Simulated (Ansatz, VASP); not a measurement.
## K2S in VASP and in Ansatz

INCAR

```
SYSTEM = K2S
PREC = Accurate
ENCUT = 500
EDIFF = 1E-6
ISMEAR = 0
SIGMA = 0.05
LREAL = .FALSE.
LASPH = .TRUE.
NELM = 120
ALGO = Normal
ISIF = 2
LWAVE = .FALSE.
LCHARG = .FALSE.
GGA = RE
IVDW = 13
NBANDS = 19
GGA_COMPAT = .FALSE.
```

Contents of KPOINTS:

```
regular mesh
0
G
  6 6 6
  0 0 0
```

Contents of POSCAR:

```
K2S
1.0
    0.0000000000      3.6954997636      3.6954997636
    3.6954997636      0.0000000000      3.6954997636
    3.6954997636      3.6954997636      0.0000000000
K S
2 1
Direct
    0.2500000000      0.2500000000      0.2500000000
    0.7500000000      0.7500000000      0.7500000000
    0.0000000000      0.0000000000      0.0000000000
```

Input for Ansatz:

```yaml
crystal:
  lattice:
    - [0.0, 3.6954997636, 3.6954997636]
    - [3.6954997636, 0.0, 3.6954997636]
    - [3.6954997636, 3.6954997636, 0.0]
  atoms:
    - { symbol: K, position: [0.25, 0.25, 0.25] }
    - { symbol: K, position: [0.75, 0.75, 0.75] }
    - { symbol: S, position: [0.0, 0.0, 0.0] }
basis:
  ecutwfc: 420
  ecutrho_ratio: 4
kpoints:
  mp_grid: { grid: [6, 6, 6] }
hamiltonian:
  xc: revpbe
  dispersion: d4
scf:
  occupations: { method: gaussian, width: 0.05 }
output:
  forces: true
  stress: true
  eigenvalues: true
```

Alike in both runs: task single point; functional revPBE; dispersion D4; k mesh 6 × 6 × 6; occupations gaussian, width 0.05 eV; no spin polarisation.

|  | VASP | Ansatz |
| --- | --- | --- |
| version | VASP 6.6.1 | Ansatz 0.2.0 |
| potentials or method | VASP PAW PBE potentials, release 64 (K_sv, S), cutoff 500 eV | scalar-relativistic, plane waves, PAW |
| valence electrons in the cell | 24 | 24 |

VASP gave:

```
gap on the k mesh at the Fermi level (eV) : 2.63
least direct gap on the mesh (eV)         : 2.83
pressure (GPa)                            : 0.9
```

**Question.** Which values does Ansatz return?

**Answer.** gap on the k mesh at the Fermi level (eV): 2.63; least direct gap on the mesh (eV): 2.83; pressure (GPa): 0.8.

VASP's potentials were made for PBE, not for revPBE.
